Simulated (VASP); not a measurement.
## BAs: relaxation of cell and atoms with PBEsol

BAs:

```
CELL_PARAMETERS angstrom
0.00000 2.38850 2.38850
2.38850 0.00000 2.38850
2.38850 2.38850 0.00000
ATOMIC_POSITIONS crystal
As 0.75000 0.75000 0.75000
B 0.00000 0.00000 0.00000
```

| Item | Value |
| --- | --- |
| Program | VASP 6.6.1 |
| Task | relaxation of cell and atoms |
| Functional | PBEsol |
| Potentials or basis | VASP PAW PBE potentials, release 64 (As, B) |
| Cutoff | 600 eV |
| k mesh | 10 × 10 × 10 |
| Occupations | fermi-dirac, width 0.05 eV |
| Spin | no spin polarisation |
| Target pressure | 2 GPa |
| Dipole correction | no |
| Further INCAR settings | ALGO = Normal; EDIFF = 1e-06; IBRION = 2; EDIFFG = -0.01; NSW = 60; ISIF = 3 |

```
Relaxed volume                                             : 13.44 Å³/atom
Relaxed cell                                               : a = 3.363 Å, b = 3.363 Å, c = 3.363 Å, α = 60.00°, β = 60.00°, γ = 60.00°
Space group after relaxing (to 0.1 Å)                      : F-43m (No. 216)
Energy change on relaxing (the run minimises the enthalpy) : +1.2 meV/atom
Ionic steps                                                : 3
Pressure after relaxing                                    : 2.0 GPa
Band gap on the k mesh                                     : 1.06 eV (least direct gap 3.26 eV)
```

Step by step:
| step | energy change (eV) | largest force (eV/Å) | pressure (GPa) | volume (Å³) |
| --- | --- | --- | --- | --- |
| 1 | 0.0000 | 0.0000 | 0.05 | 27.25 |
| 2 | 0.0073 | 0.0000 | 3.62 | 26.60 |
| 3 | 0.0023 | 0.0000 | 2.00 | 26.89 |

Final structure:
```xyz
2
Lattice="0.0000 2.3778 2.3778 2.3778 0.0000 2.3778 2.3778 2.3778 0.0000" Properties=species:S:1:pos:R:3 pbc="T T T"
As    3.5667    3.5667    3.5667
B     0.0000    0.0000    0.0000
```

Levels at points of the mesh, in eV from the valence-band top:
```tsv
k point	band 1	band 2	band 3	band 4	band 5	band 6	band 7	band 8
(0.00, 0.00, 0.00)	-15.56	0.00	0.00	0.00	3.26	3.26	3.26	4.85
(0.50, 0.00, 0.00)	-12.63	-8.93	-1.85	-1.85	2.73	4.74	4.74	8.73
(0.50, 0.50, 0.00)	-11.30	-8.61	-4.16	-4.16	1.30	1.32	11.47	11.47
```

It took 36 s on 1 thread of Intel(R) Xeon(R) Platinum 8259CL CPU @ 2.50GHz (Skylake/Cascade Lake), with other jobs on the host, peak memory 0.17 GiB.

Caveat: the cell is relaxed towards a set pressure, so the run minimises the enthalpy, not the energy; the PAW data sets were made with another functional, which shifts forces and pressure a little. A k mesh can miss the band edges.
